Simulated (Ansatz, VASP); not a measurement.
# TaN: VASP beside Ansatz

```xyz
2
Lattice="0.0000 2.2113 2.2113 2.2113 0.0000 2.2113 2.2113 2.2113 0.0000" Properties=species:S:1:pos:R:3 pbc="T T T"
Ta    2.2113    2.2113    2.2113
N     0.0000    0.0000    0.0000
```

Alike in both runs: task relaxation of cell and atoms; functional PBEsol; k mesh 10 × 10 × 10; occupations fermi-dirac, width 0.05 eV; no spin polarisation.

|  | VASP | Ansatz |
| --- | --- | --- |
| version | VASP 6.6.1 | Ansatz 0.2.0 |
| potentials or method | VASP PAW PBE potentials, release 64 (Ta_pv, N) | Ansatz PAW |
| plane-wave cutoff (eV) | 600 | 420 |
| valence electrons in the cell | 16 | 18 |

VASP gave:

| Quantity | Value |
| --- | --- |
| gap on the k mesh at the Fermi level, each at its own relaxed structure (eV) | none |
| relaxed volume (Å³/atom) | 10.50 |
| relaxed cell length with the largest relative difference (Å) | 3.096 |

Question: Which values does Ansatz return?

Answer: gap on the k mesh at the Fermi level, each at its own relaxed structure (eV): none; relaxed volume (Å³/atom): 10.47; relaxed cell length with the largest relative difference (Å): 3.094.

VASP's potentials were made for PBE, not for PBEsol. A gap of «none» marks a metal or a gap that the smearing closes. VASP's potentials hold 16 valence electrons a cell and Ansatz's 18, so a difference there can come from the potentials and not from the codes.

Spin-orbit coupling is off throughout. Noted on VASP's run: too few bands were computed for a metal, which touches its energy and stress. Noted on Ansatz's run: the plane-wave basis is chosen anew once the cell has moved, so the energies of steps on either side of that aren't comparable.
